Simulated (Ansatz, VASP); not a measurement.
## One calculation of Hg2Se3, two programs

```
Hg Se
1.0
     5.29716    0.00000    0.00000
     0.00000    5.29716    0.00000
     0.00000    0.00000    5.29716
Hg Se
2 3
Cartesian
  2.6486 2.6486 2.6486
  0.0000 0.0000 0.0000
  2.6486 0.0000 0.0000
  0.0000 2.6486 0.0000
  0.0000 0.0000 2.6486
```

Alike in both runs: functional PBE; k mesh 8 × 8 × 8; occupations gaussian, width 0.1 eV; no spin polarisation.

Ansatz relaxed the structure, and its values are those at the end. VASP's run is a single point on that final structure, the one shown.

|  | VASP | Ansatz |
| --- | --- | --- |
| version | VASP 6.6.1 | Ansatz 0.2.0 |
| potentials or method | VASP PAW PBE potentials, release 64 (Hg, Se), cutoff 520 eV | scalar-relativistic, plane waves, PAW |
| valence electrons in the cell | 42 | 88 |

Ansatz gave:

* gap on the k mesh at the Fermi level (eV): none
* pressure (GPa): 0.0

Q: What did VASP give for the same quantities?

A: gap on the k mesh at the Fermi level (eV): none; pressure (GPa): 0.2.

A gap of «none» marks a metal or a gap that the smearing closes. VASP's potentials hold 42 valence electrons a cell and Ansatz's 88, so a difference there can come from the potentials and not from the codes.

Spin-orbit coupling is off throughout.
